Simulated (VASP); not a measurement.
Set up this calculation in VASP 6.6.1, as the native input.

| Item | Value |
| --- | --- |
| Task | single point |
| Functional | PBEsol |
| Potentials or basis | VASP PAW PBE potentials, release 64 (Na_pv) |
| Cutoff | 520 eV |
| k mesh | 2 × 2 × 2, shifted |
| Occupations | fermi-dirac, width 0.1551 eV |
| Spin | no spin polarisation |
| Dipole correction | no |
| Further INCAR settings | LREAL = Auto; ALGO = Fast; EDIFF = 1e-07; NBANDS = 70 |

The structure of Na lies in POSCAR:

```
Na
1.0
   -7.5531643200      0.0000000000      5.2745533600
    7.5531643200      0.0000000000      5.2745533600
    0.0000000000      7.5531643200     -5.2745533600
Na
16
Direct
    0.0000000000      0.0000000000      0.0000000000
    0.7500000000      0.0000000000      0.2500000000
    0.5000000000      0.0000000000      0.5000000000
    0.2500000000      0.0000000000      0.7500000000
    0.7500000000      0.2500000000      0.0000000000
    0.5000000000      0.2500000000      0.2500000000
    0.2500000000      0.2500000000      0.5000000000
    0.0000000000      0.2500000000      0.7500000000
    0.5000000000      0.5000000000      0.0000000000
    0.2500000000      0.5000000000      0.2500000000
    0.0000000000      0.5000000000      0.5000000000
    0.2500000000      0.7500000000      0.0000000000
    0.0000000000      0.7500000000      0.2500000000
    0.7500000000      0.5000000000      0.7500000000
    0.7500000000      0.7500000000      0.5000000000
    0.5000000000      0.7500000000      0.7500000000
```

One way to write it, as run:

INCAR

```
SYSTEM = Na
PREC = Accurate
ENCUT = 520
EDIFF = 1E-7
ISMEAR = -1
SIGMA = 0.1551
LREAL = Auto
LASPH = .True.
NELM = 80
ALGO = Fast
ISIF = 2
LWAVE = .False.
LCHARG = .False.
GGA = PS
NBANDS = 70
```

KPOINTS

```
Automatic mesh
0
Gamma
  2 2 2
  0.5 0.5 0.5
```

Potentials or basis: VASP PAW PBE potentials, release 64 (Na_pv).

Launch:

```bash
$ cat potpaw_PBE.64/Na_pv/POTCAR > POTCAR
$ mpirun -np 1 vasp_std > vasp.out
```

It gave:

```json
{"Pressure": "-0.1 GPa", "Band gap on the k mesh": "zero (bands 56 and 57 overlap by 0.64 eV)"}
```

Caveat: the k points lie up to 0.42 Å⁻¹ apart, too coarse for converged energies and pressures of a metal; the PAW data sets were made with another functional, which shifts forces and pressure a little.

Wall time 6.5 min on 1 thread of Intel Xeon 8259CL (shared host), peak memory 0.65 GiB.
